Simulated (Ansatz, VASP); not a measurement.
**One calculation of Ga3P, two programs**

```xyz
8
Lattice="3.4211 -1.9790 -0.0016 3.4211 1.9790 -0.0016 -2.2149 0.0000 12.7990" Properties=species:S:1:pos:R:3 pbc="T T T"
Ga    5.9923    0.0000    2.7659
Ga    1.4530    0.0000    5.9791
Ga    1.4947    0.0000   12.3925
Ga   -0.8144    0.0000    8.6436
Ga    1.4706    0.0000    9.8401
Ga    3.7385    0.0000    7.2601
P     1.4329    0.0000    3.5524
P     5.9915    0.0000    0.3640
```

Change from the starting cell: the structure that the rattled cell fell into.

Alike in both runs: functional PBE; k mesh 10 × 10 × 4; occupations gaussian, width 0.1 eV; no spin polarisation.

Ansatz relaxed the structure, and its values are those at the end. VASP's run is a single point on that final structure, the one shown.

|  | VASP | Ansatz |
| --- | --- | --- |
| version | VASP 6.6.1 | Ansatz 0.2.0 |
| potentials or method | VASP PAW PBE potentials, release 64 (Ga_d, P), cutoff 520 eV | scalar-relativistic, plane waves, PAW |
| valence electrons in the cell | 88 | 88 |

Ansatz gave:

```
gap on the k mesh at the Fermi level (eV) : none
pressure (GPa)                            : 0.0
```

Problem. Estimate VASP's values.

Solution. gap on the k mesh at the Fermi level (eV): none; pressure (GPa): 0.1.

A gap of «none» marks a metal or a gap that the smearing closes.
